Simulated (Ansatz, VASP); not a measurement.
**Two plane-wave programs on InSe**

```xyz
8
Lattice="4.0417 0.0000 0.0000 -2.0209 3.5002 0.0000 0.0000 0.0000 17.4284" Properties=species:S:1:pos:R:3 pbc="T T T"
In    0.0000    2.3335    5.7567
In    2.0209    1.1667   14.4709
In    2.0209    1.1667   11.6718
In    0.0000    2.3335    2.9575
Se    0.0000    2.3335   10.4104
Se    2.0209    1.1667    1.6962
Se    2.0209    1.1667    7.0180
Se    0.0000    2.3335   15.7322
```

Alike in both runs: task single point; functional r2SCAN; dispersion rVV10; k mesh 6 × 6 × 1; occupations gaussian, width 0.1 eV; no spin polarisation.

|  | VASP | Ansatz |
| --- | --- | --- |
| version | VASP 6.6.1 | Ansatz 0.2.0 |
| potentials or method | VASP PAW PBE potentials, release 64 (In_d, Se), cutoff 520 eV | scalar-relativistic, plane waves, PAW |
| valence electrons in the cell | 76 | 116 |

|  | VASP | Ansatz | Ansatz less VASP |
| --- | --- | --- | --- |
| gap on the k mesh at the Fermi level (eV) | 0.91 | 0.91 | +0.008 |
| least direct gap on the mesh (eV) | 0.91 | 0.91 | +0.008 |
| pressure (GPa) | -0.6 | -0.7 | -0.14 |
| rms of the force components (eV/Å) | 0.017 | 0.005 | -0.0117 |

VASP's potentials were made for PBE, not for r2SCAN. Atom by atom the forces differ by 0.013 eV/Å (rms over components). VASP's potentials hold 76 valence electrons a cell and Ansatz's 116, so a difference there can come from the potentials and not from the codes.
